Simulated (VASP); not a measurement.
Input of a VASP 6.6.1 run:

Contents of POSCAR:

```
Ge
1.0
    2.9425367010      0.0000000000      0.0000000000
   -1.4712683505      2.5483115346      0.0000000000
    0.0000000000      0.0000000000      9.2485331670
Ge
4
Direct
    1.0000000000      0.0000000000      1.0000000000
    1.0000000000      0.0000000000      0.5000000000
    0.3333333333      0.6666666667      0.2500000000
    0.6666666667      0.3333333333      0.7500000000
```

Contents of INCAR.step1:

```
SYSTEM = Ge
PREC = Accurate
ENCUT = 520
ISMEAR = -1
SIGMA = 0.1
LREAL = .False.
LASPH = .True.
NELM = 80
NBANDS = 36
GGA = PE
ALGO = Normal
EDIFF = 1E-4
LWAVE = .True.
LCHARG = .False.
```

File INCAR.step2:

```
SYSTEM = Ge
PREC = Accurate
ENCUT = 520
EDIFF = 1E-7
ISMEAR = -1
SIGMA = 0.1
LREAL = .False.
LASPH = .True.
NELM = 80
ALGO = Normal
ISIF = 2
LWAVE = .False.
LCHARG = .False.
METAGGA = R2SCAN
LMIXTAU = .True.
NBANDS = 36
ISTART = 1
```

File KPOINTS:

```
regular mesh
0
Gamma
  13 13 4
  0 0 0
```

Potentials or basis: VASP PAW PBE potentials, release 64 (Ge_d).

Run with:

```bash
$ cat potpaw_PBE.64/Ge_d/POTCAR > POTCAR
$ cp INCAR.step1 INCAR
$ mpirun -np 1 vasp_std > vasp.out
$ cp INCAR.step2 INCAR
$ mpirun -np 1 vasp_std > vasp.out
```

What does it give for the pressure?

6.8 GPa.

Estimate the band gap on the k mesh.

zero (bands 28 and 29 overlap by 10.62 eV).

Stress tensor (GPa, compression positive):
```
5.99 0.00 0.00
0.00 5.99 0.00
0.00 0.00 8.40
```

Caveat: the cell stands under pressure; the PAW data sets were made with another functional, which shifts forces and pressure a little.
